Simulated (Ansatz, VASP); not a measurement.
# Two plane-wave programs on BaTiO3

```
Ba Ti O
1.0
     4.01925    0.00000    0.00000
     0.00000    4.01925    0.06029
     0.00000    0.06029    4.01925
Ba Ti O
1 1 3
Cartesian
  2.0096 2.0398 2.0398
  0.0000 0.0000 0.0000
  2.0096 0.0000 0.0000
  0.0000 2.0096 0.0301
  0.0000 0.0301 2.0096
```

Change from the starting cell: strain +0.0300 x Voigt [0, 0, 0, 1, 0, 0], atoms carried along.

Alike in both runs: task single point; functional PBE; k mesh 8 × 8 × 8; occupations gaussian, width 0.05 eV; no spin polarisation.

|  | VASP | Ansatz |
| --- | --- | --- |
| version | VASP 6.6.1 | Ansatz 0.2.0 |
| potentials or method | VASP PAW PBE potentials, release 64 (Ba_sv, Ti_sv, O), cutoff 520 eV | scalar-relativistic, plane waves, PAW |
| valence electrons in the cell | 40 | 40 |

|  | VASP | Ansatz | Ansatz less VASP |
| --- | --- | --- | --- |
| gap on the k mesh at the Fermi level (eV) | 1.64 | 1.70 | +0.061 |
| least direct gap on the mesh (eV) | 1.73 | 1.76 | +0.026 |
| pressure (GPa) | 1.8 | 0.1 | -1.72 |
| traceless stress, the component that is largest in VASP (GPa) | -3.69 | -3.59 | +0.104 |

Spin-orbit coupling is off throughout.
